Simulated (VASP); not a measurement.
Input of a VASP 6.6.1 run:

The input INCAR:

```
PREC = Accurate
ENCUT = 500
EDIFF = 1E-6
ISMEAR = 0
SIGMA = 0.01
LREAL = F
LASPH = T
NELM = 120
ALGO = Normal
ISIF = 2
LWAVE = F
LCHARG = F
GGA = PE
NBANDS = 11
GGA_COMPAT = F
```

The input KPOINTS:

```
Automatic mesh
0
Gamma
  4 4 4
```

POSCAR

```
AlAs
1.0
    0.0000000000      2.7537568985      2.7537568985
    2.7537568985      0.0000000000      2.7537568985
    2.7537568985      2.7537568985      0.0000000000
Al As
1 1
Direct
    0.0000000000      0.0000000000      0.0000000000
    0.2500000000      0.2500000000      0.2500000000
```

Potentials or basis: VASP PAW PBE potentials, release 64 (Al, As).

Run with:

```bash
$ cat potpaw_PBE.64/Al/POTCAR potpaw_PBE.64/As/POTCAR > POTCAR
$ mpirun -np 1 vasp_std > vasp.out
```

Problem. Predict the pressure.

Solution. 10.9 GPa.

Problem. Predict the band gap on the k mesh.

Solution. 1.25 eV, indirect (least direct gap 2.73 eV).

Caveat: the k points lie up to 0.49 Å⁻¹ apart; the cell differs from its parent crystal (strain -3.0%). A k mesh can miss the band edges.
